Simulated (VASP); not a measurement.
Sb (a cell with a defect), 28 atoms in the cell. The cell holds a defect, 28 atoms: a = 9.250 Å, b = 9.250 Å, c = 9.250 Å, α = 90.00°, β = 90.00°, γ = 90.00°. 

* Program: VASP 6.6.1
* Task: relaxation of the atoms
* Functional: PBEsol
* Potentials or basis: VASP PAW PBE potentials, release 64 (Sb)
* Cutoff: 520 eV
* k mesh: 1 × 1 × 1
* Occupations: fermi-dirac, width 0.15 eV
* Spin: no spin polarisation
* Dipole correction: no
* Further INCAR settings: LREAL = Auto; ALGO = Normal; EDIFF = 1e-07; IBRION = 2; EDIFFG = -0.08; NSW = 45

Potentials or basis: VASP PAW PBE potentials, release 64 (Sb).

Launch:

```console
$ cat potpaw_PBE.64/Sb/POTCAR > POTCAR
$ mpirun -np 1 vasp_gam > vasp.out
```

Hardware: 1 thread of AMD EPYC 9R45 (Zen 5), on a shared host.

Estimate the wall time of this run.

Run time: 22 min on 1 thread of AMD EPYC 9R45 (Zen 5), on a shared host, peak memory 0.68 GiB. Counts: scf iterations 195, k points 1, ion steps 20.
